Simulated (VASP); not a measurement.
Set up this calculation in VASP 6.6.1, as the native input.

```yaml
Task: single point
Functional: PBEsol
Potentials_or_basis: VASP PAW PBE potentials, release 64 (W_sv)
Cutoff: 520 eV
k_mesh: 23 × 23 × 7
Occupations: gaussian, width 0.15 eV
Spin: no spin polarisation
Dipole_correction: no
Further_INCAR_settings: ALGO = Fast; EDIFF = 1e-07; NBANDS = 36
```

The structure of W lies in POSCAR:

```
W
1.0
   -1.5771801388      1.5771801388     -1.5771801388
   -1.5771801388     -1.5771801388      1.5771801388
    0.0000000000      6.6622739456      6.6622739456
W
4
Direct
    0.0000000000      0.0000000000      0.8285655214
    0.5000000000      0.5000000000      0.1183665031
    0.0000000000      0.0000000000      0.3550995092
    0.5000000000      0.5000000000      0.5918325153
```

This cell differs from its parent crystal: the distance across one plane changed.

The input as run:

INCAR

```
SYSTEM = W
  PREC = Accurate
  ENCUT = 520
  EDIFF = 1E-7
  ISMEAR = 0
  SIGMA = 0.15
  LREAL = .FALSE.
  LASPH = .TRUE.
  NELM = 80
  ALGO = Fast
  ISIF = 2
  LWAVE = .FALSE.
  LCHARG = .FALSE.
  GGA = PS
  NBANDS = 36
```

KPOINTS

```
Automatic mesh
0
G
  23 23 7
  0 0 0
```

Potentials or basis: VASP PAW PBE potentials, release 64 (W_sv).

Launch:

```bash
$ cat potpaw_PBE.64/W_sv/POTCAR > POTCAR
$ mpirun -np 1 vasp_std > vasp.out
```

It gave:

| Quantity | Value |
| --- | --- |
| Pressure | -9.9 GPa |
| Largest force | 1.886 eV/Å |
| Band gap on the k mesh | zero (bands 28 and 29 overlap by 2.44 eV) |

Caveat: the cell differs from its parent crystal (the distance across one plane changed); the cell stands under tension; the PAW data sets were made with another functional, which shifts forces and pressure a little; spin-orbit coupling is left out, which moves the levels of the heavy elements.

It took 29 min on 1 thread of Oxide Virtual Turin-like Processor, with other jobs on the host, peak memory 0.88 GiB.
